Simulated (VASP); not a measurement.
Input of a VASP 6.6.1 run:

File POSCAR:

```
Ru
1.0
    2.7023482492      0.0000000000      0.0000000000
   -1.3511741246      2.3403022337      0.0000000000
    0.0000000000      0.0000000000      4.2659655209
Ru
2
Direct
    0.3333333333      0.6666666667      0.2500000000
    0.6666666667      0.3333333333      0.7500000000
```

The input INCAR.step1:

```
ALGO     = Normal         # electronic algorithm
EDIFF    = 1E-4           # SCF threshold, eV
ENCUT    = 520            # plane-wave cutoff, eV
GGA      = PE             # functional
ISMEAR   = 0              # smearing method
LASPH    = True           # aspherical terms in the spheres
LCHARG   = False          # write CHGCAR
LREAL    = False          # projectors in reciprocal space
LWAVE    = True           # write WAVECAR
NBANDS   = 21             # bands
NELM     = 80             # most SCF steps
PREC     = Accurate       # precision mode
SIGMA    = 0.1            # smearing width, eV
```

Contents of INCAR.step2:

```
ALGO     = Normal         # electronic algorithm
EDIFF    = 1E-7           # SCF threshold, eV
ENCUT    = 520            # plane-wave cutoff, eV
ISIF     = 2              # what is computed and relaxed
ISMEAR   = 0              # smearing method
ISTART   = 1            
LASPH    = True           # aspherical terms in the spheres
LCHARG   = True           # write CHGCAR
LELF     = True           # ELF
LMIXTAU  = True         
LREAL    = False          # projectors in reciprocal space
LVHAR    = True         
LWAVE    = False          # write WAVECAR
METAGGA  = R2SCAN         # meta-GGA
NBANDS   = 21             # bands
NELM     = 80             # most SCF steps
PREC     = Accurate       # precision mode
SIGMA    = 0.1            # smearing width, eV
```

The input KPOINTS:

```
k-points
0
Gamma
  18 18 10
```

Potentials or basis: VASP PAW PBE potentials, release 64 (Ru_pv).

Launch:

```bash
$ cat potpaw_PBE.64/Ru_pv/POTCAR > POTCAR
$ cp INCAR.step1 INCAR
$ mpirun -np 1 vasp_std > vasp.out
$ cp INCAR.step2 INCAR
$ mpirun -np 1 vasp_std > vasp.out
```

Q: Estimate the band gap on the k mesh.

A: Zero (band 14 reaches 14.41 eV, above the bottom of band 15 at 11.12 eV).

Q: Predict the pressure.

A: 1.5 GPa.

Stress tensor (GPa, compression positive):
```
1.49 0.00 0.00
0.00 1.49 0.00
0.00 0.00 1.65
```

Caveat: the PAW data sets were made with another functional, which shifts forces and pressure a little.
